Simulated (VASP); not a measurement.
Ga: single point with PBEsol

The system is Ga.

```xyz
1
Lattice="14.0000 0.0000 0.0000 0.0000 14.4000 0.0000 0.0000 0.0000 14.8000" Properties=species:S:1:pos:R:3 pbc="T T T"
Ga    7.0000    7.2000    7.4000
```

* Program: VASP 6.6.1
* Task: single point
* Functional: PBEsol
* Potentials or basis: VASP PAW PBE potentials, release 64 (Ga_d)
* Cutoff: 520 eV
* k mesh: 1 × 1 × 1
* Occupations: fermi-dirac, width 0.01 eV
* Spin: collinear spin, ferromagnetic start
* Starting moments: [1.0] μB

```
Pressure                                              : 0.0 GPa
Band gap on the k mesh                                : zero (filled and empty bands touch)
Net moment                                            : 1.00 μB per cell
Site moments                                          : Ga +0.28 μB
Valence electrons inside the program's atomic spheres : Ga 11.40
```

Levels at points of the mesh, in eV from the Fermi level:
Spin up:
```tsv
k point	band 2	band 3	band 4	band 5	band 6	band 7	band 8	band 9	band 10	band 11
(0.00, 0.00, 0.00)	-16.20	-16.20	-16.20	-16.20	-6.35	0.01	0.01	0.01	2.36	3.20
```
Spin down:
```csv
k point,band 4,band 5,band 6,band 7,band 8,band 9
"(0.00, 0.00, 0.00)",-16.14,-16.14,-5.65,0.80,0.80,0.80
```

Run time: 8 min on 1 thread of Intel Xeon 6975P-C, on a shared host, peak memory 2.7 GiB.

Caveat: the PAW data sets were made with another functional, which shifts forces and pressure a little.
